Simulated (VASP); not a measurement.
Write the native input for VASP 6.6.1 that does the following.

```
Task                   : relaxation of cell and atoms
Functional             : PBE
Potentials or basis    : VASP PAW PBE potentials, release 64 (Ag)
Cutoff                 : 600 eV
k mesh                 : 18 × 18 × 18
Occupations            : gaussian, width 0.1 eV
Spin                   : no spin polarisation
Dipole correction      : no
Further INCAR settings : ALGO = Fast; EDIFF = 1e-06; IBRION = 2; EDIFFG = -0.01; NSW = 80; ISIF = 3
```

The structure of Ag lies in POSCAR:

```
Ag
1.0
    0.0000000000      2.0781799427      2.0781799427
    2.0781799427      0.0000000000      2.0781799427
    2.0781799427      2.0781799427      0.0000000000
Ag
1
Direct
    0.0000000000      0.0000000000      0.0000000000
```

These files were run (other wordings do the same):

INCAR

```
SYSTEM = Ag
ALGO = Fast
EDIFF = 1E-6
EDIFFG = -0.01
ENCUT = 600
GGA = PE
IBRION = 2
ISIF = 3
ISMEAR = 0
LASPH = .TRUE.
LCHARG = .FALSE.
LREAL = .FALSE.
LWAVE = .FALSE.
NELM = 60
NSW = 80
PREC = Accurate
SIGMA = 0.1
```

KPOINTS

```
k-points
0
G
  18 18 18
  0 0 0
```

Potentials or basis: VASP PAW PBE potentials, release 64 (Ag).

Launch:

```console
$ cat potpaw_PBE.64/Ag/POTCAR > POTCAR
$ mpirun -np 1 vasp_std > vasp.out
```

Results of the run:

```yaml
Relaxed_volume: 17.80 Å³/atom
Relaxed_cell: a = 2.931 Å, b = 2.931 Å, c = 2.931 Å, α = 60.00°, β = 60.00°, γ = 60.00°
Space_group_after_relaxing_to_0.05_Å: Fm-3m (No. 225)
Energy_gained_by_relaxing: 0.3 meV/atom
Ionic_steps: 3
Pressure_after_relaxing: 0.0 GPa
```

It took 37 s on 1 thread of AMD EPYC 9R45 96-Core Processor (Zen 5), on a shared host, peak memory 0.15 GiB.
